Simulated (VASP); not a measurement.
# TiSi2 (Fddd) in VASP: settings compared

TiSi2 is run at these levels: RPBE+D3(BJ), revPBE+D3(BJ), revPBE+D4, RPBE+D4, PBEsol+D4; tasks: single point.

Everything below comes from runs of VASP 6.6.1. Logs are shortened: lines on timing, memory, paths and dates and some standing lists are left out, and cuts for length are marked.

### Step 1. The cell of the first run

The structure is orthorhombic, space group Fddd (No. 70). Conventional cell: a = 4.494 Å, b = 7.620 Å, c = 8.139 Å, α = 90.00°, β = 90.00°, γ = 90.00°. Ti (site symmetry 222) has 10 Si at 2.42 to 2.57 Å and 4 Ti at 3.01 Å within 3.2 Å. Si (site symmetry 2) has 9 Si at 2.40 to 3.01 Å and 5 Ti at 2.42 to 2.57 Å within 3.2 Å.

### Step 2. Single point, RPBE+D3(BJ)

Input file INCAR:

```
SYSTEM = TiSi2
ALGO     = Normal         ! electronic algorithm
EDIFF    = 1E-7           ! SCF threshold, eV
ENCUT    = 520            ! plane-wave cutoff, eV
GGA      = RP             ! functional
ISIF     = 2              ! what is computed and relaxed
ISMEAR   = -1             ! smearing method
IVDW     = 12             ! dispersion correction
LASPH    = .TRUE.         ! aspherical terms in the spheres
LCHARG   = .TRUE.         ! write CHGCAR
LELF     = .TRUE.         ! ELF
LREAL    = .FALSE.        ! projectors in reciprocal space
LVHAR    = .TRUE.       
LWAVE    = .FALSE.        ! write WAVECAR
NBANDS   = 29             ! bands
NELM     = 100            ! most SCF steps
PREC     = Accurate       ! precision mode
SIGMA    = 0.05           ! smearing width, eV
```

Input file KPOINTS:

```
k-points
0
G
  7 7 7
  0 0 0
```

Input file POSCAR:

```
TiSi2
1.0
    0.0000000000      3.8101668360      4.0696396515
    2.2469940899      0.0000000000      4.0696396515
    2.2469940899      3.8101668360      0.0000000000
Ti Si
2 4
Direct
    0.7500000000      0.7500000000      0.7500000000
    0.5000000000      0.5000000000      0.5000000000
    0.4136105071      0.0863894929      0.4136105071
    0.0863894929      0.4136105071      0.0863894929
    0.1636105071      0.8363894929      0.1636105071
    0.8363894929      0.1636105071      0.8363894929
```

Potentials or basis: VASP PAW PBE potentials, release 64 (Ti_sv, Si).

The run is started by

```
$ cat potpaw_PBE.64/Ti_sv/POTCAR potpaw_PBE.64/Si/POTCAR > POTCAR
$ mpirun -np 1 vasp_std > vasp.out
```

OUTCAR:

```text
SYSTEM = TiSi2
   EDIFF = 1E-7
   ENCUT = 520
   GGA = RP
   ISIF = 2
   ISMEAR = -1
   IVDW = 12
   LASPH = .TRUE.
   LREAL = .FALSE.
   NELM = 100
   PREC = Accurate
 IVDW          = 12

 ion  position               nearest neighbor table
   1  0.750  0.750  0.750-   6 2.42   5 2.42   6 2.42   5 2.42   3 2.56   4 2.56   3 2.57   3 2.57
                             4 2.57   4 2.57
   2  0.500  0.500  0.500-   4 2.42   3 2.42   4 2.42   3 2.42   5 2.56   6 2.56   5 2.57   5 2.57
                             6 2.57   6 2.57
   3  0.414  0.086  0.414-   6 2.40   6 2.40   2 2.42   2 2.42   4 2.49   1 2.56   1 2.57   1 2.57
                             4 2.60   4 2.60   5 3.01   5 3.01   5 3.01   5 3.01
   4  0.086  0.414  0.086-   5 2.40   5 2.40   2 2.42   2 2.42   3 2.49   1 2.56   1 2.57   1 2.57
                             3 2.60   3 2.60   6 3.01   6 3.01   6 3.01   6 3.01
   5  0.164  0.836  0.164-   4 2.40   4 2.40   1 2.42   1 2.42   6 2.49   2 2.56   2 2.57   2 2.57
                             6 2.60   6 2.60   3 3.01   3 3.01   3 3.01   3 3.01
   6  0.836  0.164  0.836-   3 2.40   3 2.40   1 2.42   1 2.42   5 2.49   2 2.56   2 2.57   2 2.57
                             5 2.60   5 2.60   4 3.01   4 3.01   4 3.01   4 3.01

  LATTYP: Found a face centered orthorhombic cell.
 ALAT       =     4.4939881798
 B/A-ratio  =     1.6956728338
 C/A-ratio  =     1.8111483558

  Lattice vectors:

 A1 = (   0.0000000000,   3.8101668360,   4.0696396515)
 A2 = (   2.2469940899,   0.0000000000,   4.0696396515)
 A3 = (   2.2469940899,   3.8101668360,   0.0000000000)

Analysis of symmetry for initial positions (statically):
=====================================================================
 Subroutine PRICEL returns:
 Original cell was already a primitive cell.

 Routine SETGRP: Setting up the symmetry group for a
 face centered orthorhombic supercell.

 Subroutine GETGRP returns: Found  8 space group operations
 (whereof  4 operations were pure point group operations)
 out of a pool of  8 trial point group operations.

The static configuration has the point symmetry D_2 .
 The point group associated with its full space group is D_2h.

Analysis of symmetry for dynamics (positions and initial velocities):
=====================================================================
 Subroutine PRICEL returns:
 Original cell was already a primitive cell.

 Routine SETGRP: Setting up the symmetry group for a
 face centered orthorhombic supercell.

 Subroutine GETGRP returns: Found  8 space group operations
 (whereof  4 operations were pure point group operations)
 out of a pool of  8 trial point group operations.

The dynamic configuration has the point symmetry D_2 .
 The point group associated with its full space group is D_2h.

 Subroutine INISYM returns: Found  8 space group operations
 (whereof  4 operations are pure point group operations),
 and found     1 'primitive' translations

----------------------------------------------------------------------------------------

                                     Primitive cell

  volume of cell :      69.6838

  direct lattice vectors                    reciprocal lattice vectors
     0.000000000  3.810166836  4.069639652    -0.222519499  0.131227849  0.122861001
     2.246994090  0.000000000  4.069639652     0.222519499 -0.131227849  0.122861001
     2.246994090  3.810166836  0.000000000     0.222519499  0.131227849 -0.122861001

  length of vectors
     5.574884592  4.648757827  4.423387136     0.286060311  0.286060311  0.286060311

  position of ions in fractional coordinates (direct lattice)
     0.750000000  0.750000000  0.750000000
     0.500000000  0.500000000  0.500000000
     0.413610507  0.086389493  0.413610507
     0.086389493  0.413610507  0.086389493
     0.163610507  0.836389493  0.163610507
     0.836389493  0.163610507  0.836389493

  ion indices of the primitive-cell ions
   primitive index   ion index
                 1           1
                 2           2
                 3           3
                 4           4
                 5           5
                 6           6

----------------------------------------------------------------------------------------

 KPOINTS: k-points

Automatic generation of k-mesh.
 Grid dimensions read from file:
 generate k-points for:    7    7    7

 Generating k-lattice:

  Cartesian coordinates                     Fractional coordinates (reciprocal lattice)
    -0.031788500  0.018746836  0.017551572     0.142857143  0.000000000  0.000000000
     0.031788500 -0.018746836  0.017551572     0.000000000  0.142857143  0.000000000
     0.031788500  0.018746836 -0.017551572     0.000000000  0.000000000  0.142857143

  Length of vectors
     0.040865759  0.040865759  0.040865759

  Shift w.r.t. Gamma in fractional coordinates (k-lattice)
     0.000000000  0.000000000  0.000000000

 Subroutine IBZKPT returns following result:
 ===========================================

 Found     64 irreducible k-points:

 Following reciprocal coordinates:
            Coordinates               Weight
  0.000000  0.000000  0.000000      1.000000
  0.142857  0.000000  0.000000      8.000000
  0.285714  0.000000  0.000000      8.000000
  0.428571  0.000000 -0.000000      8.000000
  0.142857  0.142857  0.000000      2.000000
  0.285714  0.142857  0.000000      8.000000
[... 16 lines left out ...]
  0.000000  0.142857  0.142857      2.000000
  0.285714  0.142857  0.142857      4.000000
 [... further k-points ...]
   k-points           NKPTS =     64   k-points in BZ     NKDIM =     64   number of bands    NBANDS=     29
   number of dos      NEDOS =    301   number of ions     NIONS =      6
   total plane-waves  NPLWV =  54432
   dimension x,y,z NGX =    42 NGY =   36 NGZ =   36
   dimension x,y,z NGXF=    84 NGYF=   72 NGZF=   72
   ions per type =               2   4
   NGX,Y,Z   is equivalent  to a cutoff of  12.52, 12.87, 13.53 a.u.
   NGXF,Y,Z  is equivalent  to a cutoff of  25.05, 25.75, 27.06 a.u.
 SYSTEM =  TiSi2
   PREC   = accura    normal or accurate (medium, high low for compatibility)
   ISTART =      0    job   : 0-new  1-cont  2-samecut
   ICHARG =      2    charge: 1-file 2-atom 10-const
   ISPIN  =      1    spin polarized calculation?
   LNONCOLLINEAR =      F non collinear calculations
   LSORBIT =      F    spin-orbit coupling
   LASPH  =      T    aspherical Exc in radial PAW
   ENCUT  =  520.0 eV  38.22 Ry    6.18 a.u.  10.37  8.64  8.22*2*pi/ulx,y,z
   NELM   =    100;   NELMIN=  2; NELMDL= -5     # of ELM steps
   EDIFF  = 0.1E-06   stopping-criterion for ELM
   LREAL  =      F    real-space projection
   EDIFFG = 0.1E-05   stopping-criterion for IOM
   NSW    =      0    number of steps for IOM
   IBRION =     -1    ionic relax: 0-MD 1-quasi-New 2-CG
   NFREE  =      0    steps in history (QN), initial steepest desc. (CG)
   ISIF   =      2    stress and relaxation
   ISYM   =      2    0-nonsym 1-usesym 2-fastsym
   POTIM  = 0.5000    time-step for ionic-motion
   TEBEG  =    0.0;   TEEND  =   0.0 temperature during run
   PSTRESS=    0.0 pullay stress
   NELECT =      40.0000    total number of electrons
   NUPDOWN=      -1.0000    fix difference up-down
   EMIN   =  10.00;   EMAX   =-10.00  energy-range for DOS
   EFERMI =   0.00;   METHOD = LEGACY
   ISMEAR =    -1;   SIGMA  =   0.05  broadening in eV -4-tet -1-fermi 0-gaus
   EFERMI_NEDOS =   21; number of points for ismear=-14 and -15
   IALGO  =     38    algorithm
   IMIX   =      4    mixing-type and parameters
     AMIX     =   0.40;   BMIX     =  1.00
     AMIX_MAG =   1.60;   BMIX_MAG =  1.00
  volume/ion in A,a.u.               =      11.61        78.37
  Fermi-wavevector in a.u.,A,eV,Ry     =   1.360559  2.571085 25.186046  1.851122
  Thomas-Fermi vector in A             =   2.487211
   LORBIT       =      0    0 simple, 1 ext, 2 COOP (PROOUT), +10 PAW based schemes
   GGA     = RP    functional components
   LHFCALC =     F    Hartree Fock is set to
   AEXX    =    0.0000 exact exchange contribution
   IVDW    =    12    specifies the selected vdW correction
   LEPSILON=     F    determine dielectric tensor
   LRPA    =     F    only Hartree local field effects (RPA)
 non-spin polarized calculation
  energy-cutoff  :      520.00
  volume of cell :       69.68
 maximum number of plane-waves:      1893
 NGX is ok and might be reduce to    42
   NGX = 21   NGY = 17   NGZ = 17

 number of electron      40.0000002 magnetization

 Free energy of the ion-electron system (eV)
  ---------------------------------------------------
  ext. energy  EPLUGINS =         0.00000000
  ---------------------------------------------------
  free energy    TOTEN  =       -36.64489678 eV

  energy without entropy =      -36.62727949  energy(sigma->0) =      -36.63608813

 E-fermi :  12.6751     XC(G=0): -12.5464

 val. band max:       12.6678409567   @ k =   0.0000   0.4286   0.4286
 cond. band min:      12.6936527829   @ k =  -0.1429   0.1429   0.2857
 fundamental gap:      0.0258118262
 Fermi energy:        12.6750608419

 k-point     1 :       0.0000    0.0000    0.0000
  band No.  band energies     occupation
      1     -43.0827      2.00000
      2     -43.0171      2.00000
      3     -19.5665      2.00000
      4     -19.4814      2.00000
      5     -19.3802      2.00000
      6     -19.3546      2.00000
[... 21 lines left out ...]
     28      17.5058      0.00000
     29      17.5558      0.00000

 k-point     2 :       0.1429    0.0000    0.0000
  band No.  band energies     occupation
      1     -43.0801      2.00000
      2     -43.0195      2.00000
      3     -19.5638      2.00000
      4     -19.4835      2.00000
      5     -19.3895      2.00000
      6     -19.3547      2.00000
[... 21 lines left out ...]
     28      17.3740      0.00000
     29      17.8162      0.00000

 k-point     3 :       0.2857    0.0000    0.0000
  band No.  band energies     occupation
      1     -43.0735      2.00000
      2     -43.0256      2.00000
      3     -19.5598      2.00000
      4     -19.4872      2.00000
      5     -19.4140      2.00000
      6     -19.3498      2.00000
[... 638 lines left out ...]
      5     -19.3808      2.00000
      6     -19.3683      2.00000
[... 21 lines left out ...]
     28      17.9207      0.00000
     29      18.3942      0.00000

 k-point    24 :       0.2857    0.1429    0.1429
  band No.  band energies     occupation
      1     -43.0764      2.00000
      2     -43.0232      2.00000
      3     -19.5578      2.00000
      4     -19.4686      2.00000
      5     -19.4159      2.00000
      6     -19.3402      2.00000
[... 21 lines left out ...]
     28      17.7032      0.00000
     29      17.7193      0.00000

 [... further k-points ...]

------------------------ aborting loop because EDIFF is reached ----------------------------------------

 Edisp (eV)  -19.92053

 E6    (eV) :    -6.9738

 E8    (eV) :   -12.9467

  FORCE on cell =-STRESS in cart. coord.  units (eV):
  Direction    XX          YY          ZZ          XY          YZ          ZX
  --------------------------------------------------------------------------------------
  -------------------------------------------------------------------------------------
  Total      -0.27409    -0.25568    -0.25420     0.00000     0.00000     0.00000
  in kB      -6.30184    -5.87857    -5.84456     0.00000     0.00000     0.00000
  external pressure =       -6.01 kB  Pullay stress =        0.00 kB

 VOLUME and BASIS-vectors are now :
 -----------------------------------------------------------------------------
  energy-cutoff  :      520.00
  volume of cell :       69.68
      direct lattice vectors                 reciprocal lattice vectors
     0.000000000  3.810166836  4.069639652    -0.222519499  0.131227849  0.122861001
     2.246994090  0.000000000  4.069639652     0.222519499 -0.131227849  0.122861001
     2.246994090  3.810166836  0.000000000     0.222519499  0.131227849 -0.122861001

 POSITION                                       TOTAL-FORCE (eV/Angst)
 -----------------------------------------------------------------------------------
      3.37049      5.71525      6.10446         0.000000     -0.000000      0.000000
      2.24699      3.81017      4.06964        -0.000000      0.000000     -0.000000
      1.12350      3.15185      2.03482         0.000000     -0.005746      0.000000
      1.12350      0.65832      2.03482         0.000000      0.005746      0.000000
      2.24699      1.24677      4.06964         0.000000     -0.005746      0.000000
      2.24699      6.37357      4.06964         0.000000      0.005746      0.000000
 -----------------------------------------------------------------------------------
    total drift:                               -0.000000     -0.000000      0.000000

  FREE ENERGIE OF THE ION-ELECTRON SYSTEM (eV)
  ---------------------------------------------------
  free  energy   TOTEN  =       -56.5654301747 eV

  energy  without entropy=      -56.5478128867  energy(sigma->0) =      -56.55662153
```

Wall time 95 s (1 thread of Intel Xeon 6975P-C (Granite Rapids), shared host); peak memory 0.28 GiB.

Results:

```
Free energy                : -56.5654 eV
Pressure                   : -0.6 GPa
Largest force              : 0.006 eV/Å
Band gap on the k mesh     : zero (band 20 reaches 13.41 eV, above the bottom of band 21 at 11.33 eV)
Dispersion energy per atom : -3.320 eV
```

Forces on the atoms (eV/Å):
```
Ti   0.000  0.000  0.000
Ti   0.000  0.000  0.000
Si   0.000 -0.006  0.000
Si   0.000  0.006  0.000
Si   0.000 -0.006  0.000
Si   0.000  0.006  0.000
```

Caveat: the PAW data sets were made with another functional, which shifts forces and pressure a little; pairwise dispersion overbinds metals, which lowers pressure and volume.

### Step 3. Single point, revPBE+D3(BJ)

This run uses another cell than the first one, of 13.19 Å³/atom, 1.136 times its volume.

Input file INCAR:

```
PREC = Accurate ; ENCUT = 520
EDIFF = 1E-6 ; ISMEAR = -1
SIGMA = 0.05 ; LREAL = False
LASPH = True ; NELM = 80
ALGO = Normal ; ISIF = 2
LWAVE = False ; LCHARG = False
GGA = RE ; IVDW = 12
NBANDS = 29
```

Input file KPOINTS:

```
Automatic mesh
0
Gamma
  7 7 7
```

Input file POSCAR:

```
TiSi2
1.0
    0.0000000000      4.0096619621      4.2109205167
    2.3437462370      0.0000000000      4.2109205167
    2.3437462370      4.0096619621      0.0000000000
Ti Si
2 4
Direct
    0.7500000000      0.7500000000      0.7500000000
    0.5000000000      0.5000000000      0.5000000000
    0.4132354217      0.0867645783      0.4132354217
    0.0867645783      0.4132354217      0.0867645783
    0.1632354217      0.8367645783      0.1632354217
    0.8367645783      0.1632354217      0.8367645783
```

Potentials or basis: VASP PAW PBE potentials, release 64 (Ti_sv, Si).

The run is started by

```
$ cat potpaw_PBE.64/Ti_sv/POTCAR potpaw_PBE.64/Si/POTCAR > POTCAR
$ mpirun -np 1 vasp_std > vasp.out
```

Wall time 85 s (1 thread of Intel Xeon 6975P-C (Granite Rapids), shared host); peak memory 0.3 GiB.

It converged, with:

| Property | Result |
| --- | --- |
| Free energy | -45.3728 eV |
| Pressure | -0.3 GPa |
| Largest force | 0.004 eV/Å |
| Band gap on the k mesh | zero (band 20 reaches 11.71 eV, above the bottom of band 21 at 9.82 eV) |
| Dispersion energy per atom | -1.096 eV |

Forces in eV/Å, atoms in the order of the input:
```
Ti   0.000  0.000  0.000
Ti   0.000  0.000  0.000
Si   0.000 -0.004  0.000
Si   0.000  0.004  0.000
Si   0.000 -0.004  0.000
Si   0.000  0.004  0.000
```

Levels at points of the mesh, in eV from the Fermi level:
```
           k point  band 16  band 17  band 18  band 19  band 20  band 21  band 22  band 23  band 24  band 25
(0.00, 0.00, 0.00)    -2.66    -2.43    -2.04    -1.79    -1.37    -0.97     2.20     3.36     3.55     3.78
```

Caveat: the PAW data sets were made with another functional, which shifts forces and pressure a little; pairwise dispersion overbinds metals, which lowers pressure and volume.

[end of part 1 of 2]
